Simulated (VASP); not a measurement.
Here is a VASP 6.6.1 calculation.

File INCAR:

```
SYSTEM = NaH3
PREC = Accurate
ENCUT = 520
EDIFF = 1E-7
ISMEAR = 0
SIGMA = 0.1
LREAL = .FALSE.
LASPH = .TRUE.
NELM = 80
ALGO = Normal
ISIF = 2
LWAVE = .FALSE.
LCHARG = .FALSE.
GGA = PE
NBANDS = 20
```

KPOINTS

```
Automatic mesh
0
G
  12 12 10
  0 0 0
```

Contents of POSCAR:

```
NaH3
1.0
    4.8719652260      0.0000000000      0.0000000000
   -2.4359826130      4.2192456520      0.0000000000
    0.0000000000      0.0000000000      3.6067443727
Na H
2 6
Direct
    0.3333333333      0.6666666667      0.2500000000
    0.6666666667      0.3333333333      0.7500000000
    0.9209199889      0.8418399778      0.2500000000
    0.0790800111      0.9209199889      0.7500000000
    0.1581600222      0.0790800111      0.2500000000
    0.0790800111      0.1581600222      0.7500000000
    0.9209199889      0.0790800111      0.2500000000
    0.8418399778      0.9209199889      0.7500000000
```

Potentials or basis: VASP PAW PBE potentials, release 64 (Na_pv, H).

The run is started by

```console
$ cat potpaw_PBE.64/Na_pv/POTCAR potpaw_PBE.64/H/POTCAR > POTCAR
$ mpirun -np 1 vasp_std > vasp.out
```

Task: What does it give for the pressure?

Result: -0.1 GPa.

Task: Estimate the band gap on the k mesh.

Result: Zero (band 10 reaches 2.11 eV, above the bottom of band 11 at 0.90 eV).

Forces in eV/Å, atoms in the order of the input:
```
Na   0.000  0.000  0.000
Na   0.000  0.000  0.000
H    0.000  0.004  0.000
H   -0.003  0.002  0.000
H   -0.003 -0.002  0.000
H    0.000 -0.004  0.000
H    0.003 -0.002  0.000
H    0.003  0.002  0.000
```
